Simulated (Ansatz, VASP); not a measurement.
## CdS in VASP and in Ansatz

File POSCAR:

```
CdS
1.0
    0.0000000000      2.9165000000      2.9165000000
    2.9165000000      0.0000000000      2.9165000000
    2.9165000000      2.9165000000      0.0000000000
Cd S
1 1
Direct
    0.0000000000      0.0000000000      0.0000000000
    0.7500000000      0.7500000000      0.7500000000
```

INCAR.step1

```
PREC = Accurate ; ENCUT = 520
ISMEAR = -1 ; SIGMA = 0.05
LREAL = F ; LASPH = T
NELM = 100 ; NBANDS = 16
GGA = PE ; ALGO = Normal
EDIFF = 1E-4 ; LWAVE = T
LCHARG = F
```

The input INCAR.step2:

```
PREC = Accurate ; ENCUT = 520
EDIFF = 1E-6 ; ISMEAR = -1
SIGMA = 0.05 ; LREAL = F
LASPH = T ; NELM = 100
ALGO = Normal ; ISIF = 2
LWAVE = F ; LCHARG = F
METAGGA = R2SCAN ; LMIXTAU = T
NBANDS = 16 ; ISTART = 1
```

Contents of KPOINTS:

```
regular mesh
0
Gamma
  8 8 8
```

The input input.yaml:

```yaml
crystal:
  lattice:
    - [0.0, 2.9165, 2.9165]
    - [2.9165, 0.0, 2.9165]
    - [2.9165, 2.9165, 0.0]
  atoms:
    - { symbol: Cd, position: [0.0, 0.0, 0.0] }
    - { symbol: S, position: [0.75, 0.75, 0.75] }
hamiltonian:
  xc: r2scan
  pseudopotentials: { kind: paw }
kpoints:
  mp_grid: { grid: [8, 8, 8] }
  band_path:
    path:
      - [[0.0, 0.0, 0.0], [0.5, 0.0, 0.5], [0.5, 0.25, 0.75], [0.375, 0.375, 0.75], [0.0, 0.0, 0.0], [0.5, 0.5, 0.5], [0.625, 0.25, 0.625], [0.5, 0.25, 0.75], [0.5, 0.5, 0.5], [0.375, 0.375, 0.75]]
      - [[0.625, 0.25, 0.625], [0.5, 0.0, 0.5]]
    npoints: 14
scf:
  occupations: { method: fermi_dirac, width: 0.05 }
  n_extra_bands: 6
output:
  forces: true
  stress: true
  eigenvalues: true
  fatbands: true
  write_density: true
  write_potential: true
  elf: true
  volumetric_format: npy
```

Alike in both runs: functional r2SCAN; k mesh 8 × 8 × 8; occupations fermi-dirac, width 0.05 eV; no spin polarisation.

|  | VASP | Ansatz |
| --- | --- | --- |
| version | VASP 6.6.1 | Ansatz 0.2.0 |
| potentials or method | VASP PAW PBE potentials, release 64 (Cd, S) | Ansatz PAW |
| plane-wave cutoff (eV) | 520 | 500 |
| valence electrons in the cell | 18 | 26 |
| task | single point | band structure |

Ansatz gave:

| Item | Value |
| --- | --- |
| gap on the k mesh at the Fermi level (eV) | 1.60 |
| least direct gap on the mesh (eV) | 1.60 |
| pressure (GPa) | 1.5 |

Which values does VASP return?

gap on the k mesh at the Fermi level (eV): 1.59; least direct gap on the mesh (eV): 1.59; pressure (GPa): 1.8.

VASP's potentials were made for PBE, not for r2SCAN. VASP's potentials hold 18 valence electrons a cell and Ansatz's 26, so a difference there can come from the potentials and not from the codes.
